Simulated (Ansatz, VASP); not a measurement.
**Two plane-wave programs on Sr**

INCAR

```
PREC = Accurate
ENCUT = 520
EDIFF = 1E-7
ISMEAR = 0
SIGMA = 0.15
LREAL = F
LASPH = T
NELM = 80
ALGO = Fast
ISIF = 2
LWAVE = F
LCHARG = F
NBANDS = 17
```

Contents of KPOINTS:

```
regular mesh
0
Gamma
  12 12 8
```

POSCAR

```
Sr
1.0
    4.2940391435      0.0000000000      0.0000000000
   -2.1470195718      3.5528298300      0.0000000000
    0.0000000000      0.0000000000      6.7154259278
Sr
2
Direct
    0.2764649393      0.6666666667      0.2500000000
    0.7235350607      0.3333333333      0.7500000000
```

Input for Ansatz:

```yaml
crystal:
  lattice:
    - [4.2940391435, 0.0, 0.0]
    - [-2.1470195718, 3.55282983, 0.0]
    - [0.0, 0.0, 6.7154259278]
  atoms:
    - { symbol: Sr, position: [0.2764649393, 0.6666666667, 0.25] }
    - { symbol: Sr, position: [0.7235350607, 0.3333333333, 0.75] }
basis:
  ecutwfc: 420
kpoints:
  mp_grid: { grid: [12, 12, 8] }
hamiltonian:
  xc: lda
scf:
  occupations: { method: gaussian, width: 0.15 }
output:
  forces: true
  stress: true
  eigenvalues: true
  write_density: true
  write_potential: true
  elf: true
  volumetric_format: npy
```

Change from the starting cell: mode 4 frozen in at -0.233 Å, normal strain along x +0.0467.

Alike in both runs: task single point; functional LDA; k mesh 12 × 12 × 8; occupations gaussian, width 0.15 eV; no spin polarisation.

|  | VASP | Ansatz |
| --- | --- | --- |
| version | VASP 6.6.1 | Ansatz 0.2.0 |
| potentials or method | VASP PAW LDA potentials, release 64 (Sr_sv), cutoff 520 eV | scalar-relativistic, plane waves, PAW |
| valence electrons in the cell | 20 | 20 |

|  | VASP | Ansatz | Ansatz less VASP |
| --- | --- | --- | --- |
| gap on the k mesh at the Fermi level (eV) | none | none | - |
| pressure (GPa) | -0.6 | -0.6 | +0.01 |
| traceless stress, the component that is largest in VASP (GPa) | -0.78 | -0.78 | +0.003 |
| rms of the force components (eV/Å) | 0.093 | 0.093 | -0.0001 |

LDA's correlation is that of Perdew and Zunger in VASP and of Perdew and Wang (1992) in Ansatz. Atom by atom the forces differ by 0.000 eV/Å (rms over components). A gap of «none» marks a metal or a gap that the smearing closes.
